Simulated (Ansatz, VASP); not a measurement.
HfB2 in VASP and in Ansatz

INCAR

```
SYSTEM = HfB2
PREC = Accurate
ENCUT = 520
EDIFF = 1E-6
ISMEAR = -1
SIGMA = 0.05
LREAL = .False.
LASPH = .True.
NELM = 60
ALGO = Normal
ISIF = 2
LWAVE = .False.
LCHARG = .True.
LELF = .True.
LVHAR = .True.
NBANDS = 15
```

The input KPOINTS:

```
Automatic mesh
0
Gamma
  10 10 8
  0 0 0
```

Contents of POSCAR:

```
HfB2
1.0
    3.1400000000      0.0000000000      0.0000000000
   -1.5700000000      2.7193197679      0.0000000000
    0.0000000000      0.0000000000      3.4800000000
Hf B
1 2
Direct
    0.0000000000      0.0000000000      0.0000000000
    0.6666666667      0.3333333333      0.5000000000
    0.3333333333      0.6666666667      0.5000000000
```

The input input.yaml:

```yaml
crystal:
  lattice:
    - [3.14, 0.0, 0.0]
    - [-1.57, 2.7193197679, 0.0]
    - [0.0, 0.0, 3.48]
  atoms:
    - { symbol: Hf, position: [0.0, 0.0, 0.0] }
    - { symbol: B, position: [0.6666666667, 0.3333333333, 0.5] }
    - { symbol: B, position: [0.3333333333, 0.6666666667, 0.5] }
hamiltonian:
  xc: lda
  pseudopotentials: { kind: paw }
kpoints:
  mp_grid: { grid: [10, 10, 8] }
  band_path:
    path:
      - [[0.0, 0.0, 0.0], [0.5, 0.0, 0.0], [0.3333333333, 0.3333333333, 0.0], [0.0, 0.0, 0.0], [0.0, 0.0, 0.5], [0.5, 0.0, 0.5], [0.3333333333, 0.3333333333, 0.5], [0.0, 0.0, 0.5]]
      - [[0.5, 0.0, 0.5], [0.5, 0.0, 0.0]]
      - [[0.3333333333, 0.3333333333, 0.0], [0.3333333333, 0.3333333333, 0.5]]
    npoints: 14
scf:
  occupations: { method: fermi_dirac, width: 0.05 }
  n_extra_bands: 7
output:
  forces: true
  stress: true
  eigenvalues: true
  fatbands: false
```

Alike in both runs: functional LDA; k mesh 10 × 10 × 8; occupations fermi-dirac, width 0.05 eV; no spin polarisation.

```csv
,VASP,Ansatz
version,VASP 6.6.1,Ansatz 0.2.0
potentials or method,"VASP PAW LDA potentials, release 64 (Hf_pv, B)",Ansatz PAW
plane-wave cutoff (eV),520,420
valence electrons in the cell,16,32
task,single point,band structure
```

Ansatz gave:

* gap on the k mesh at the Fermi level (eV): none
* pressure (GPa): -10.1
* traceless stress, the component that is largest in VASP (GPa): -0.02

Q: What did VASP give for the same quantities?

A: gap on the k mesh at the Fermi level (eV): none; pressure (GPa): -9.7; traceless stress, the component that is largest in VASP (GPa): 0.21.

LDA's correlation is that of Perdew and Zunger in VASP and of Perdew and Wang (1992) in Ansatz. A gap of «none» marks a metal or a gap that the smearing closes. VASP's potentials hold 16 valence electrons a cell and Ansatz's 32, so a difference there can come from the potentials and not from the codes.

Neither program's run includes spin-orbit coupling.
